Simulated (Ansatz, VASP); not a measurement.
# Two plane-wave programs on Ge3Se2

```
CELL_PARAMETERS angstrom
1.93911 1.11954 8.26659
-1.93911 1.11954 8.26659
0.00000 -2.23909 8.26659
ATOMIC_POSITIONS crystal
Ge 0.00000 0.00000 0.00000
Ge 0.19479 0.19479 0.19479
Ge 0.80521 0.80521 0.80521
Se 0.39962 0.39962 0.39962
Se 0.60038 0.60038 0.60038
```

Alike in both runs: functional PBE; k mesh 12 × 12 × 12; occupations gaussian, width 0.1 eV; no spin polarisation.

Ansatz relaxed the structure, and its values are those at the end. VASP's run is a single point on that final structure, the one shown.

|  | VASP | Ansatz |
| --- | --- | --- |
| version | VASP 6.6.1 | Ansatz 0.2.0 |
| potentials or method | VASP PAW PBE potentials, release 64 (Ge_d, Se), cutoff 520 eV | scalar-relativistic, plane waves, PAW |
| valence electrons in the cell | 54 | 74 |

|  | VASP | Ansatz | Ansatz less VASP |
| --- | --- | --- | --- |
| gap on the k mesh at the Fermi level (eV) | none | none | - |
| pressure (GPa) | 0.0 | 0.0 | -0.05 |

A gap of «none» marks a metal or a gap that the smearing closes. VASP's potentials hold 54 valence electrons a cell and Ansatz's 74, so a difference there can come from the potentials and not from the codes.
